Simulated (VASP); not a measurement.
Runs of VASP 6.6.1 on Rb. The structure is that of space group P6_3/mmc (No. 194), or close to it. The cells are those of the table. This isn't the form of Rb at room conditions, which is bcc.

| task | cell | cutoff (eV) | gap on the mesh (eV) | pressure (GPa) |
| --- | --- | --- | --- | --- |
| single point | a = 5.115, b = 5.115, c = 8.309 Å, angles 90.0, 90.0, 120.0°, 2 atoms | 520 | none | -0.1 |
| single point | a = 5.013, b = 5.013, c = 8.144 Å, angles 90.0, 90.0, 120.0°, 2 atoms | 520 | none | (a) |
| relaxation of shape and atoms at fixed volume | relaxed from a = 4.961, b = 4.961, c = 8.059 Å, angles 90.0, 90.0, 120.0°, 2 atoms | 600 | none | 0.2 |
| single point | a = 5.164, b = 5.164, c = 8.388 Å, angles 90.0, 90.0, 120.0°, 2 atoms | 520 | none | -0.1 |
| single point | a = 5.065, b = 5.065, c = 8.227 Å, angles 90.0, 90.0, 120.0°, 2 atoms | 520 | none | 0.0 |

Alike in all rows: level PBE; potentials or basis VASP PAW PBE potentials, release 64 (Rb_sv); no spin polarisation; k mesh 12 × 12 × 8; smearing gaussian 0.1 eV.

**Question.** Fill in the values left out.

**Answer.** (a) 0.1.

Caveats: the relaxation stopped at its first step, so nothing moved (at least some runs).

A k mesh can miss the band edges, and the runs leave out spin-orbit coupling on Rb.

A gap of «none» marks levels without a gap at the run's occupations.
